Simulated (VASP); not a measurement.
Pb:

```xyz
1
Lattice="-1.9797 1.9797 1.9797 1.9797 -1.9797 1.9797 1.9797 1.9797 -1.9797" Properties=species:S:1:pos:R:3 pbc="T T T"
Pb    0.0000    0.0000    0.0000
```

This isn't the form of Pb at room conditions, which is fcc.

Base run:

* Program: VASP 6.6.1
* Functional: BLYP
* Potentials or basis: VASP PAW PBE potentials, release 64 (Pb_d)
* Cutoff: 500 eV
* k mesh: 8 × 8 × 8
* Occupations: fermi-dirac, width 0.15 eV
* Spin: no spin polarisation

Its results: band gap on the k mesh zero (bands 7 and 8 overlap by 9.01 eV); pressure 4.9 GPa.

Problem. After a change of settings the same cell gave: band gap on the k mesh zero (bands 7 and 8 overlap by 9.66 eV); pressure 0.2 GPa. Which change was it?
A. functional from BLYP to PBE
B. functional from BLYP to RPBE
C. functional from BLYP to r2SCAN; cutoff from 500 eV to 550 eV

Solution. C.

Caveats: the PAW data sets were made with another functional, which shifts forces and pressure a little; spin-orbit coupling is left out, which moves the levels of the heavy elements; the cell stands under pressure (at least some runs).
